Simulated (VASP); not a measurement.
The system is Hf2Pd2Se2Br2O3.

```
CELL_PARAMETERS angstrom
5.60663 -0.09346 -0.01409
1.61393 5.33512 0.00251
1.36916 1.91529 8.31543
ATOMIC_POSITIONS crystal
Hf 0.23317 0.65161 0.02284
Hf 0.76683 0.34839 0.97716
Pd 0.00000 0.50000 0.50000
Pd 0.00000 0.00000 0.50000
Se 0.02419 0.33917 0.25331
Se 0.97581 0.66083 0.74669
Br 0.50000 0.50000 0.50000
Br 0.50000 0.00000 0.50000
O 0.44792 0.35724 0.92101
O 0.55208 0.64276 0.07899
O 0.00000 0.00000 0.00000
```

Base run:

- Program: VASP 6.6.1
- Functional: PBE
- Potentials or basis: VASP PAW PBE potentials, release 64 (Hf_pv, Pd, Se, Br, O)
- Cutoff: 520 eV
- k mesh: 4 × 4 × 3
- Occupations: fermi-dirac, width 0.05 eV
- Spin: no spin polarisation
- Hubbard terms: Hf d U = 6.0 eV, Pd d U = 6.0 eV

Its results: band gap on the k mesh zero (band 42 reaches 2.76 eV, above the bottom of band 43 at 1.51 eV); pressure 3.2 GPa; largest force 1.708 eV/Å.

**Question.** The run is repeated on the same cell with these changes: k mesh from 4 × 4 × 3 to 5 × 5 × 4; hubbard terms from Hf d U = 6.0 eV, Pd d U = 6.0 eV to none. What comes out?

**Answer.** Band gap on the k mesh zero (band 42 reaches 2.75 eV, above the bottom of band 43 at 1.61 eV); pressure -0.5 GPa; largest force 0.141 eV/Å.

Several settings changed at once, so the effect can't be laid on one alone.

Caveats: spin-orbit coupling is left out, which moves the levels of the heavy elements; U without spin polarisation on a metal has little footing (some runs); forces of over 1 eV/Å act on the atoms, so gaps and moduli don't describe the material at rest (some runs).
